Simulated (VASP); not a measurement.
# Ba: single point with r2SCAN

The system is Ba.

```xyz
1
Lattice="-2.5557 2.5557 2.5557 2.5557 -2.5557 2.5557 2.5557 2.5557 -2.5557" Properties=species:S:1:pos:R:3 pbc="T T T"
Ba    0.0000    0.0000    0.0000
```

```
Program             : VASP 6.6.1
Task                : single point
Functional          : r2SCAN
Potentials or basis : VASP PAW PBE potentials, release 64 (Ba_sv)
Cutoff              : 520 eV
k mesh              : 8 × 8 × 8
Occupations         : fermi-dirac, width 0.05 eV
Spin                : no spin polarisation
```

The pressure is -0.2 GPa and the band gap on the k mesh is zero (bands 5 and 6 overlap by 1.06 eV).

Levels at points of the mesh, in eV from the Fermi level:
```
           k point  band 2  band 3  band 4  band 5  band 6  band 7  band 8  band 9
(0.00, 0.00, 0.00)  -14.57  -14.57  -14.57   -2.85    2.08    2.08    2.08    3.36
(0.50, 0.00, 0.00)  -14.96  -14.69  -14.57   -0.83    0.90    1.05    3.39    3.93
(0.50, 0.50, 0.50)  -14.83  -14.83  -14.83   -0.53   -0.53    4.42    4.42    4.42
```

Wall time 2 min on 1 thread of AMD EPYC 7R13, on a shared host, peak memory 0.19 GiB.

Caveat: the PAW data sets were made with another functional, which shifts forces and pressure a little; spin-orbit coupling is left out, which moves the levels of the heavy elements.
